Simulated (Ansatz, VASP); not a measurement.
# One calculation of AlAs, two programs

```
CELL_PARAMETERS angstrom
0.00000 2.89216 2.89216
2.89216 0.00000 2.89216
2.89216 2.89216 0.00000
ATOMIC_POSITIONS crystal
Al 0.00000 0.00000 0.00000
As 0.25000 0.25000 0.25000
```

Alike in both runs: task single point; functional PBE; k mesh 8 × 8 × 8; occupations gaussian, width 0.02 eV; no spin polarisation.

|  | VASP | Ansatz |
| --- | --- | --- |
| version | VASP 6.6.1 | Ansatz 0.2.0 |
| potentials or method | VASP PAW PBE potentials, release 64 (Al, As), cutoff 500 eV | scalar-relativistic, plane waves, PAW |
| valence electrons in the cell | 8 | 18 |

Ansatz gave:

- gap on the k mesh at the Fermi level (eV): 1.55
- least direct gap on the mesh (eV): 1.55
- pressure (GPa): -1.8

Problem. What did VASP give for the same quantities?

Solution. gap on the k mesh at the Fermi level (eV): 1.54; least direct gap on the mesh (eV): 1.56; pressure (GPa): -1.7.

VASP's potentials hold 8 valence electrons a cell and Ansatz's 18, so a difference there can come from the potentials and not from the codes.
